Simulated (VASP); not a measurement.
PbI2:

```
Pb I
1.0
     4.70100    0.00000    0.00000
    -2.35050    4.07119    0.00000
     0.00000    0.00000    7.25894
Pb I
1 2
Direct
  0.00000 0.00000 0.00000
  0.33333 0.66667 0.25127
  0.66667 0.33333 0.74873
```

This cell differs from its parent crystal: strain +3.0%.

Base run:

- Program: VASP 6.6.1
- Functional: PBE
- Potentials or basis: VASP PAW PBE potentials, release 64 (Pb_d, I)
- Cutoff: 500 eV
- k mesh: 6 × 6 × 4
- Occupations: fermi-dirac, width 0.02 eV
- Spin: no spin polarisation

Its results: band gap on the k mesh 2.28 eV (least direct gap 2.36 eV); pressure 0.2 GPa.

**Question.** The run is repeated on the same cell with these changes: functional from PBE to r2SCAN; cutoff from 500 eV to 550 eV; occupations from fermi-dirac, width 0.02 eV to gaussian, width 0.01 eV. What comes out?

**Answer.** Band gap on the k mesh 2.67 eV (least direct gap 2.75 eV); pressure -0.3 GPa.

Caveats: spin-orbit coupling is left out, which moves the levels of the heavy elements; this functional lacks dispersion, which binds layers or chains, so the pressure and a relaxed spacing across them are unreliable (at least some runs); the PAW data sets were made with another functional, which shifts forces and pressure a little (at least some runs).

A k mesh can miss the band edges.
